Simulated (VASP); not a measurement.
# C in VASP: further runs, part 2 of 2

VASP 6.6.1.

### Step 3. Single point, LDA

INCAR reads:

```
PREC     = Accurate       # precision mode
ENCUT    = 520            # plane-wave cutoff, eV
EDIFF    = 1E-6           # SCF threshold, eV
ISMEAR   = 0              # smearing method
SIGMA    = 0.1            # smearing width, eV
LREAL    = False          # projectors in reciprocal space
LASPH    = True           # aspherical terms in the spheres
NELM     = 100            # most SCF steps
ALGO     = Normal         # electronic algorithm
ISIF     = 2              # what is computed and relaxed
LWAVE    = False          # write WAVECAR
LCHARG   = False          # write CHGCAR
GGA      = CA             # functional
NBANDS   = 16             # bands
```

KPOINTS reads:

```
Automatic mesh
0
Gamma
  1 1 1
```

POSCAR reads:

```
C
1.0
    1.2159619696     -2.1479622876      0.0091232276
    1.2232502972      2.1521701653     -0.0413730204
   -0.0941886657     -0.0851463517      7.1476530721
C
4
Direct
    0.1034933285      0.9456230676      0.7488005552
    0.5908149738      0.4138432831      0.2394105085
    0.9242568809      0.0859987362      0.2421136921
    0.4285181549      0.5893271320      0.7486182121
```

Potentials or basis: VASP PAW LDA potentials, release 64 (C).

Launch:

```sh
> cat potpaw_LDA.64/C/POTCAR > POTCAR
> mpirun -np 1 vasp_gam > vasp.out
```

OUTCAR:

```text
PREC = Accurate
   ENCUT = 520
   EDIFF = 1E-6
   ISMEAR = 0
   LREAL = False
   LASPH = True
   NELM = 100
   ISIF = 2
   GGA = CA

 ion  position               nearest neighbor table
   1  0.103  0.946  0.749-   4 1.37   4 1.43   4 1.47
   2  0.591  0.414  0.239-   3 1.41   3 1.42   3 1.43
   3  0.924  0.086  0.242-   2 1.41   2 1.42   2 1.43
   4  0.429  0.589  0.749-   1 1.37   1 1.43   1 1.47

  LATTYP: Found a triclinic cell.
 ALAT       =     2.4758613525
 B/A-ratio  =     0.9852850112
 C/A-ratio  =     2.8873913788
 COS(alpha) =     0.0264129970
 COS(beta)  =     0.0335709734
 COS(gamma) =     0.4957470287

  Lattice vectors:

 A1 = (   1.2232502972,   2.1521701653,  -0.0413730204)
 A2 = (   2.4392122668,   0.0042078777,  -0.0322497928)
 A3 = (   0.0941886657,   0.0851463517,  -7.1476530721)

Analysis of symmetry for initial positions (statically):
=====================================================================
 Subroutine PRICEL returns:
 Original cell was already a primitive cell.

[... 146 lines left out ...]
  free energy    TOTEN  =       -26.65208535 eV

  energy without entropy =      -26.65208535  energy(sigma->0) =      -26.65208535

 E-fermi :   3.0912     XC(G=0): -10.3466

 val. band max:        2.6189634459   @ k =   0.0000   0.0000   0.0000
 cond. band min:       7.3619480411   @ k =   0.0000   0.0000   0.0000
 fundamental gap:      4.7429845952
 Fermi energy:         3.0912103337

 k-point     1 :       0.0000    0.0000    0.0000
  band No.  band energies     occupation
      1     -14.9450      2.00000
      2     -14.7291      2.00000
      3      -4.1727      2.00000
      4      -2.5785      2.00000
      5       1.1659      2.00000
      6       1.6502      2.00000
[... 8 lines left out ...]
     15      16.0223      0.00000
     16      16.1040      0.00000

------------------------ aborting loop because EDIFF is reached ----------------------------------------

  FORCE on cell =-STRESS in cart. coord.  units (eV):
  Direction    XX          YY          ZZ          XY          YZ          ZX
  --------------------------------------------------------------------------------------
  -------------------------------------------------------------------------------------
  Total        7.3283709      5.1253182      1.8308229      1.1039612     -0.0725524     -0.1065985
  in kB      313.3217954    219.1310863     78.2761567     47.1994534     -3.1019529     -4.5575805
  external PRESSURE =     203.5763461 kB  Pullay stress =       0.0000000 kB

 VOLUME and BASIS-vectors are now :
 -----------------------------------------------------------------------------
  energy-cutoff  :      520.00
  volume of cell :       37.47
      direct lattice vectors                 reciprocal lattice vectors
     1.215961970 -2.147962288  0.009123228     0.410405512 -0.233215692  0.002629966
     1.223250297  2.152170165 -0.041373020     0.409676189  0.231952455  0.008161666
    -0.094188666 -0.085146352  7.147653072     0.001847504  0.001640294  0.139949948

 POSITION                                       TOTAL-FORCE (eV/Angst)
 -----------------------------------------------------------------------------------
      1.21205      1.74908      5.31399        -4.475736     -4.112280      0.032799
      1.20209     -0.39877      1.69949         0.848134      0.665529      0.718703
      1.20625     -1.82080      1.73542        -0.847255     -0.665472     -0.666174
      1.17145      0.28415      5.33039         4.474856      4.112222     -0.085328
 -----------------------------------------------------------------------------------
    total drift:                                0.000414     -0.000291     -0.000008

  FREE ENERGIE OF THE ION-ELECTRON SYSTEM (eV)
  ---------------------------------------------------
  free  energy   TOTEN  =       -26.6520853504 eV

  energy  without entropy=      -26.6520853504  energy(sigma->0) =      -26.65208535
```

OSZICAR:

```text
N       E                     dE             d eps       ncg     rms          rms(c)
DAV:   1     0.880146286071E+02    0.88015E+02   -0.83308E+03    32   0.901E+02
DAV:   2    -0.258209274886E+02   -0.11384E+03   -0.74911E+02    48   0.195E+02
DAV:   3    -0.316326411427E+02   -0.58117E+01   -0.56208E+01    32   0.498E+01
DAV:   4    -0.316976870228E+02   -0.65046E-01   -0.64941E-01    48   0.579E+00
DAV:   5    -0.316984434611E+02   -0.75644E-03   -0.75644E-03    32   0.684E-01    0.145E+01
DAV:   6    -0.279908461908E+02    0.37076E+01   -0.20976E+00    32   0.954E+00    0.854E+00
DAV:   7    -0.266640238486E+02    0.13268E+01   -0.33920E+00    32   0.120E+01    0.184E+00
DAV:   8    -0.266595735320E+02    0.44503E-02   -0.18027E-01    32   0.274E+00    0.547E-01
DAV:   9    -0.266520851860E+02    0.74883E-02   -0.16822E-02    48   0.879E-01    0.599E-02
DAV:  10    -0.266521175734E+02   -0.32387E-04   -0.53920E-04    32   0.158E-01    0.670E-02
DAV:  11    -0.266520862603E+02    0.31313E-04   -0.42064E-05    32   0.468E-02    0.106E-02
DAV:  12    -0.266520853504E+02    0.90986E-06   -0.68599E-06    32   0.157E-02
   1 F= -.26652085E+02 E0= -.26652085E+02  d E =-.116390E-10
```

stdout:

```text
POSCAR found type information on POSCAR C
 POSCAR found :  1 types and       4 ions
 scaLAPACK will be used
 LDA part: xc-table for (Slater(with rela. corr.)+CA(PZ))
 , standard interpolation
 POSCAR, INCAR and KPOINTS ok, starting setup
 FFT: planning ... GRIDC
 FFT: planning ... GRID_SOFT
 FFT: planning ... GRID
 WAVECAR not read
 entering main loop
```

It took 2.3 s on 1 thread of Intel Xeon 8259CL, shared host; peak memory 0.12 GiB.

What came out:

| Property | Result |
| --- | --- |
| Free energy | -26.6521 eV |
| Pressure | 20.4 GPa |
| Largest force | 6.078 eV/Å |
| Band gap on the k mesh | 4.74 eV |

Forces in eV/Å, atoms in the order of the input:
```
C   -4.476 -4.112  0.033
C    0.848  0.666  0.719
C   -0.847 -0.665 -0.666
C    4.475  4.112 -0.085
```

Caveat: the k points lie up to 2.97 Å⁻¹ apart; forces of over 1 eV/Å act on the atoms, so gaps and moduli don't describe the material at rest. A k mesh can miss the band edges.

### Step 4. Single point, LDA

INCAR reads:

```
SYSTEM = C
ALGO = Normal ; EDIFF = 1E-7
ENCUT = 520 ; GGA = CA
ISIF = 2 ; ISMEAR = 0
LASPH = .True. ; LCHARG = .False.
LREAL = .False. ; LWAVE = .False.
NBANDS = 16 ; NELM = 80
PREC = Accurate ; SIGMA = 0.1
```

KPOINTS reads:

```
k-points
0
Gamma
  4 4 1
  0 0 0
```

POSCAR is that of step 3.

Potentials or basis: VASP PAW LDA potentials, release 64 (C).

Launch:

```sh
> cat potpaw_LDA.64/C/POTCAR > POTCAR
> mpirun -np 1 vasp_std > vasp.out
```

OUTCAR:

```text
SYSTEM = C
   EDIFF = 1E-7
   ENCUT = 520
   GGA = CA
   ISIF = 2
   ISMEAR = 0
   LASPH = .True.
   LREAL = .False.
   NELM = 80
   PREC = Accurate

 ion  position               nearest neighbor table
   1  0.103  0.946  0.749-   4 1.37   4 1.43   4 1.47
   2  0.591  0.414  0.239-   3 1.41   3 1.42   3 1.43
   3  0.924  0.086  0.242-   2 1.41   2 1.42   2 1.43
   4  0.429  0.589  0.749-   1 1.37   1 1.43   1 1.47

  LATTYP: Found a triclinic cell.
[... 374 lines left out ...]

  FORCE on cell =-STRESS in cart. coord.  units (eV):
  Direction    XX          YY          ZZ          XY          YZ          ZX
  --------------------------------------------------------------------------------------
  -------------------------------------------------------------------------------------
  Total        0.6438112     -3.6736416      0.3361419      0.1471543     -0.0106093     -0.0309317
  in kB       27.5259084   -157.0651890     14.3716215      6.2915257     -0.4535965     -1.3224721
  external PRESSURE =     -38.3892197 kB  Pullay stress =       0.0000000 kB

 VOLUME and BASIS-vectors are now :
 -----------------------------------------------------------------------------
  energy-cutoff  :      520.00
  volume of cell :       37.47
      direct lattice vectors                 reciprocal lattice vectors
     1.215961970 -2.147962288  0.009123228     0.410405512 -0.233215692  0.002629966
     1.223250297  2.152170165 -0.041373020     0.409676189  0.231952455  0.008161666
    -0.094188666 -0.085146352  7.147653072     0.001847504  0.001640294  0.139949948

 POSITION                                       TOTAL-FORCE (eV/Angst)
 -----------------------------------------------------------------------------------
      1.21205      1.74908      5.31399        -2.357737     -2.017709      0.023068
      1.20209     -0.39877      1.69949         0.433096      0.404539      0.347281
      1.20625     -1.82080      1.73542        -0.426728     -0.406423     -0.336610
      1.17145      0.28415      5.33039         2.351369      2.019593     -0.033739
 -----------------------------------------------------------------------------------
    total drift:                                0.000256     -0.000178      0.000013

  FREE ENERGIE OF THE ION-ELECTRON SYSTEM (eV)
  ---------------------------------------------------
  free  energy   TOTEN  =       -40.3181857548 eV

  energy  without entropy=      -40.3181857548  energy(sigma->0) =      -40.31818575
```

OSZICAR:

```text
N       E                     dE             d eps       ncg     rms          rms(c)
DAV:   1     0.299578979608E+02    0.29958E+02   -0.77681E+03   320   0.914E+02
DAV:   2    -0.405441310111E+02   -0.70502E+02   -0.64843E+02   448   0.191E+02
DAV:   3    -0.431580930831E+02   -0.26140E+01   -0.26039E+01   416   0.351E+01
DAV:   4    -0.431842525813E+02   -0.26159E-01   -0.26144E-01   416   0.418E+00
DAV:   5    -0.431846951206E+02   -0.44254E-03   -0.44253E-03   416   0.514E-01    0.929E+00
DAV:   6    -0.410067338233E+02    0.21780E+01   -0.15387E+00   376   0.771E+00    0.528E+00
DAV:   7    -0.403168091076E+02    0.68992E+00   -0.18024E+00   376   0.845E+00    0.143E+00
DAV:   8    -0.403202246125E+02   -0.34155E-02   -0.89140E-02   368   0.176E+00    0.350E-01
DAV:   9    -0.403182425653E+02    0.19820E-02   -0.28142E-03   400   0.358E-01    0.125E-01
DAV:  10    -0.403181866391E+02    0.55926E-04   -0.49819E-04   424   0.139E-01    0.628E-02
DAV:  11    -0.403181856108E+02    0.10283E-05   -0.15352E-05   384   0.246E-02    0.121E-02
DAV:  12    -0.403181857500E+02   -0.13918E-06   -0.35695E-07   456   0.483E-03    0.449E-03
DAV:  13    -0.403181857548E+02   -0.47755E-08   -0.19985E-07   328   0.322E-03
   1 F= -.40318186E+02 E0= -.40318186E+02  d E =-.305862E-11
```

Run time: 7.9 s. Hardware: 1 thread of Intel Xeon 8259CL, shared host; peak memory 0.12 GiB.

What came out:

```yaml
Free_energy: -40.3182 eV
Pressure: -3.8 GPa
Largest_force: 3.103 eV/Å
Band_gap_on_the_k_mesh: 3.10 eV
```

Forces on the atoms (eV/Å):
```
C   -2.358 -2.018  0.023
C    0.433  0.405  0.347
C   -0.427 -0.406 -0.337
C    2.351  2.020 -0.034
```

Caveat: the k points lie up to 0.88 Å⁻¹ apart; forces of over 1 eV/Å act on the atoms, so gaps and moduli don't describe the material at rest.

### Step 5. The runs side by side

| level | potentials or basis | cell | k mesh | gap on the mesh (eV) | pressure (GPa) | largest force (eV/Å) |
| --- | --- | --- | --- | --- | --- | --- |
| PBEsol | VASP PAW PBE potentials, release 64 (C) | a = 2.456, b = 2.456, c = 7.173 Å, angles 90.0, 90.0, 120.0°, 4 atoms | 18 × 18 × 6 | 0.02 | 1.6 | 0.03 |
| LDA | VASP PAW LDA potentials, release 64 (C) | a = 2.468, b = 2.476, c = 7.149 Å, angles 91.9, 89.6, 120.9°, 4 atoms | 1 × 1 × 1 | 4.74 | 20.4 | 6.08 |
| LDA | VASP PAW LDA potentials, release 64 (C) | a = 2.468, b = 2.476, c = 7.149 Å, angles 91.9, 89.6, 120.9°, 4 atoms | 4 × 4 × 1 | 3.10 | -3.8 | 3.10 |

Alike in all rows: task single point; no spin polarisation; cutoff (eV) 520; smearing gaussian 0.1 eV.

Caveats: some runs use coarse meshes; forces of over 1 eV/Å act on the atoms, so gaps and moduli don't describe the material at rest (some runs); the PAW data sets were made with another functional, which shifts forces and pressure a little (some runs); this functional lacks dispersion, which binds the layers, so the pressure and a relaxed spacing across them are unreliable (some runs).

Total energies depend on the potentials used, so only differences within one code and one set of settings carry meaning.
